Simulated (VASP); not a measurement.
Write the native input for VASP 6.6.1 that does the following.

```
Task                   : relaxation of cell and atoms
Functional             : PBEsol
Potentials or basis    : VASP PAW PBE potentials, release 64 (Ca_sv, O)
Cutoff                 : 600 eV
k mesh                 : 8 × 8 × 8
Occupations            : gaussian, width 0.01 eV
Spin                   : no spin polarisation
Target pressure        : 10 GPa
Dipole correction      : no
Further INCAR settings : ALGO = Normal; EDIFF = 1e-06; IBRION = 2; EDIFFG = -0.002; NSW = 100; ISIF = 3
```

The structure of CaO lies in POSCAR:

```
CaO
1.0
    2.3835762605      2.3835762605      0.0000000000
   -2.3835762605      2.3835762605      0.0000000000
    0.0000000000      2.3835762605      2.3835762605
Ca O
1 1
Direct
    0.0000000000      0.0000000000      0.0000000000
    0.5000000000      0.5000000000      0.0000000000
```

One way to write it, as run:

INCAR

```
SYSTEM = CaO
PREC = Accurate ; ENCUT = 600
EDIFF = 1E-6 ; ISMEAR = 0
SIGMA = 0.01 ; LREAL = .FALSE.
LASPH = .TRUE. ; NELM = 100
ALGO = Normal ; ISIF = 3
LWAVE = .FALSE. ; LCHARG = .FALSE.
GGA = PS ; IBRION = 2
NSW = 100 ; EDIFFG = -0.002
PSTRESS = 100.0
```

KPOINTS

```
Automatic mesh
0
G
  8 8 8
  0 0 0
```

Potentials or basis: VASP PAW PBE potentials, release 64 (Ca_sv, O).

Run with:

```console
$ cat potpaw_PBE.64/Ca_sv/POTCAR potpaw_PBE.64/O/POTCAR > POTCAR
$ mpirun -np 1 vasp_std > vasp.out
```

Results of the run:

- Relaxed volume: 12.64 Å³/atom
- Relaxed cell: a = 3.295 Å, b = 3.295 Å, c = 3.295 Å, α = 60.00°, β = 60.00°, γ = 90.00°
- Space group after relaxing (to 0.1 Å): Fm-3m (No. 225)
- Energy change on relaxing (the run minimises the enthalpy): +28.0 meV/atom
- Ionic steps: 14
- Pressure after relaxing: 10.0 GPa
- Band gap on the k mesh: 3.47 eV (least direct gap 3.82 eV)

Caveat: the cell is relaxed towards a set pressure, so the run minimises the enthalpy, not the energy; the PAW data sets were made with another functional, which shifts forces and pressure a little.

Run time: 35 s on 1 thread of Intel(R) Xeon(R) 6975P-C (Granite Rapids), with other jobs on the host, peak memory 0.17 GiB.
